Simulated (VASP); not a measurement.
Input of a VASP 6.6.1 run:

File INCAR:

```
SYSTEM = TiO2
PREC     = Accurate       ! precision mode
ENCUT    = 520            ! plane-wave cutoff, eV
EDIFF    = 1E-6           ! SCF threshold, eV
ISMEAR   = 0              ! smearing method
SIGMA    = 0.01           ! smearing width, eV
LREAL    = .False.        ! projectors in reciprocal space
LASPH    = .True.         ! aspherical terms in the spheres
NELM     = 80             ! most SCF steps
ALGO     = Normal         ! electronic algorithm
ISIF     = 2              ! what is computed and relaxed
LWAVE    = .False.        ! write WAVECAR
LCHARG   = .True.         ! write CHGCAR
LELF     = .True.         ! ELF
LVHAR    = .True.       
NBANDS   = 19             ! bands
```

The input KPOINTS:

```
Automatic mesh
0
Gamma
  8 8 8
  0 0 0
```

Contents of POSCAR:

```
TiO2
1.0
    1.5218807569      0.8786543225      7.0960118210
   -1.5218807569      0.8786543225      7.0960118210
    0.0000000000     -1.7573188090      7.0960118210
Ti O
1 2
Direct
    0.0000000000      0.0000000000      0.0000000000
    0.6204700000      0.6204700000      0.6204700000
    0.3795300000      0.3795300000      0.3795300000
```

Potentials or basis: VASP PAW LDA potentials, release 64 (Ti_sv, O).

The run is started by

```bash
$ cat potpaw_LDA.64/Ti_sv/POTCAR potpaw_LDA.64/O/POTCAR > POTCAR
$ mpirun -np 1 vasp_std > vasp.out
```

(1) What does it give for the pressure?

(2) Estimate the band gap on the k mesh.

(3) Predict the largest force.

Answers

(1) -11.9 GPa.

(2) 2.46 eV, indirect (least direct gap 2.64 eV).

(3) 1.367 eV/Å.

Caveat: forces of over 1 eV/Å act on the atoms, so gaps and moduli don't describe the material at rest.
